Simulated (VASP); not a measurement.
The system is SiC.

```
Si C
1.0
    -2.27339    2.39206    1.28768
     2.27339   -2.39206    1.28768
     2.27339    2.39206   -1.28768
Si C
1 1
Direct
  0.44300 0.94300 0.50000
  0.05700 0.05700 0.00000
```

- Program: VASP 6.6.1
- Task: relaxation of cell and atoms
- Functional: PBE
- Potentials or basis: VASP PAW PBE potentials, release 64 (Si, C)
- Cutoff: 600 eV
- k mesh: 8 × 8 × 8
- Occupations: gaussian, width 0.1 eV
- Spin: no spin polarisation

At the start: pressure -30.8 GPa; volume 14.01 Å³/atom.

Q: How do energy, volume and symmetry change on relaxing?

A: Over 22 steps the energy falls by 2196.7 meV/atom and the volume is 10.34 Å³/atom (-26.2 %); space group I-4m2 (No. 119, to 0.05 Å).

Step by step:
| step | energy change (eV) | largest force (eV/Å) | pressure (GPa) | volume (Å³) |
| --- | --- | --- | --- | --- |
| 1 | 0.0000 | 0.1870 | -30.79 | 28.01 |
| 2 | -1.7958 | 0.0926 | 0.38 | 18.36 |
| 3 | -1.8056 | 0.0971 | 6.35 | 17.90 |
| 4 | -2.2021 | 0.1786 | 7.14 | 17.68 |
| 5 | -2.8374 | 0.4978 | 49.64 | 16.09 |
| 6 | -2.9267 | 0.8166 | 43.70 | 16.45 |
| 7 | -3.0552 | 1.5152 | 29.64 | 17.45 |
| 8 | -3.0566 | 1.7083 | 25.07 | 17.81 |
| 9 | -3.2038 | 1.8701 | 17.88 | 18.34 |
| 10 | -3.5347 | 2.1066 | -0.06 | 19.96 |
| 11 | -3.7075 | 1.6916 | -23.53 | 23.45 |
| 12 | -3.7241 | 1.8718 | -18.63 | 22.50 |
| 13 | -3.9207 | 1.4305 | -18.12 | 22.60 |
| 14 | -4.1439 | 0.1971 | -17.92 | 22.73 |
| 15 | -4.1682 | 0.3854 | -18.08 | 22.76 |
| 16 | -4.3013 | 0.3347 | -9.44 | 21.63 |
| 17 | -4.3560 | 0.2500 | 0.92 | 20.59 |
| 18 | -4.3575 | 0.2276 | 3.30 | 20.39 |
| 19 | -4.3748 | 0.1136 | 2.39 | 20.47 |
| 20 | -4.3914 | 0.2560 | -0.36 | 20.69 |
| 21 | -4.3925 | 0.1779 | 0.22 | 20.65 |
| 22 | -4.3935 | 0.0010 | -0.11 | 20.68 |

Final structure:
```xyz
2
Lattice="-1.5607 1.5634 2.1184 1.5607 -1.5634 2.1184 1.5607 1.5634 -2.1184" Properties=species:S:1:pos:R:3 pbc="T T T"
Si    1.5607    0.0000    1.5891
C     0.0000    0.0000    0.5292
```

Caveat: the volume moved by over 15 % at a fixed basis, so the end points are rough.
